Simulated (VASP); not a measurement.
A run of VASP 6.6.1 is set up as follows.

The input POSCAR:

```
AlGaN2
1.0
    3.1487346073      0.0000000000      0.0000000000
    0.0000000000      3.1487346073      0.0000000000
    0.0000000000      0.0000000000      4.4379688034
Al Ga N
1 1 2
Direct
    0.5000000000      0.5000000000      0.5000000000
    0.0000000000      0.0000000000      0.0000000000
    0.5000000000      0.0000000000      0.7391152543
    0.0000000000      0.5000000000      0.2608847457
```

File INCAR.step1:

```
SYSTEM = AlGaN2
PREC = Accurate
ENCUT = 520
ISMEAR = 0
SIGMA = 0.02
LREAL = .False.
LASPH = .True.
NELM = 60
NBANDS = 21
GGA = PE
ALGO = Normal
EDIFF = 1E-4
LWAVE = .True.
LCHARG = .False.
```

The input INCAR.step2:

```
SYSTEM = AlGaN2
PREC = Accurate
ENCUT = 520
EDIFF = 1E-6
ISMEAR = 0
SIGMA = 0.02
LREAL = .False.
LASPH = .True.
NELM = 60
ALGO = Normal
ISIF = 2
LWAVE = .False.
LCHARG = .False.
METAGGA = R2SCAN
LMIXTAU = .True.
NBANDS = 21
ISTART = 1
```

Contents of KPOINTS:

```
regular mesh
0
Gamma
  8 8 6
  0 0 0
```

Potentials or basis: VASP PAW PBE potentials, release 64 (Al, Ga_d, N).

Command:

```sh
$ cat potpaw_PBE.64/Al/POTCAR potpaw_PBE.64/Ga_d/POTCAR potpaw_PBE.64/N/POTCAR > POTCAR
$ cp INCAR.step1 INCAR
$ mpirun -np 1 vasp_std > vasp.out
$ cp INCAR.step2 INCAR
$ mpirun -np 1 vasp_std > vasp.out
```

Task: Estimate the largest force.

Result: 0.091 eV/Å.

Task: Predict the pressure.

Result: -1.7 GPa.

Task: What does it give for the band gap on the k mesh?

Result: 3.30 eV.

Forces in eV/Å, atoms in the order of the input:
```
Al   0.000  0.000  0.000
Ga   0.000  0.000  0.000
N    0.000  0.000 -0.091
N    0.000  0.000  0.091
```

Caveat: the PAW data sets were made with another functional, which shifts forces and pressure a little.
